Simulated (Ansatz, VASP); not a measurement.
**One calculation of Ti3Ge8Mo, two programs**

```
Ti Ge Mo
1.0
     2.51031   -4.40054    0.00000
     2.51031    4.40054    0.00000
     0.00000    0.00000    8.66319
Ti Ge Mo
3 8 1
Cartesian
  2.5103 0.0000 4.3316
  1.2552 2.2003 2.1826
  1.2552 -2.2003 6.4805
  2.5103 0.0000 7.2159
  0.0000 0.0000 2.8812
  1.2552 2.2003 7.8966
  1.2552 -2.2003 3.6010
  1.2552 2.2003 5.0622
  1.2552 -2.2003 0.7666
  2.5103 0.0000 1.4473
  0.0000 0.0000 5.7820
  0.0000 0.0000 0.0000
```

Alike in both runs: functional PBE; k mesh 4 × 4 × 2; occupations gaussian, width 0.1 eV; no spin polarisation.

Ansatz relaxed the structure, and its values are those at the end. VASP's run is a single point on that final structure, the one shown.

|  | VASP | Ansatz |
| --- | --- | --- |
| version | VASP 6.6.1 | Ansatz 0.2.0 |
| potentials or method | VASP PAW PBE potentials, release 64 (Ti_sv, Ge_d, Mo_sv), cutoff 520 eV | scalar-relativistic, plane waves, PAW |
| valence electrons in the cell | 162 | 162 |

|  | VASP | Ansatz | Ansatz less VASP |
| --- | --- | --- | --- |
| gap on the k mesh at the Fermi level (eV) | none | none | - |
| pressure (GPa) | 0.1 | 0.0 | -0.11 |
| rms of the force components (eV/Å) | 0.003 | 0.003 | -0.0002 |

A gap of «none» marks a metal or a gap that the smearing closes.

The k mesh is coarse, so the values compare programs but aren't converged.
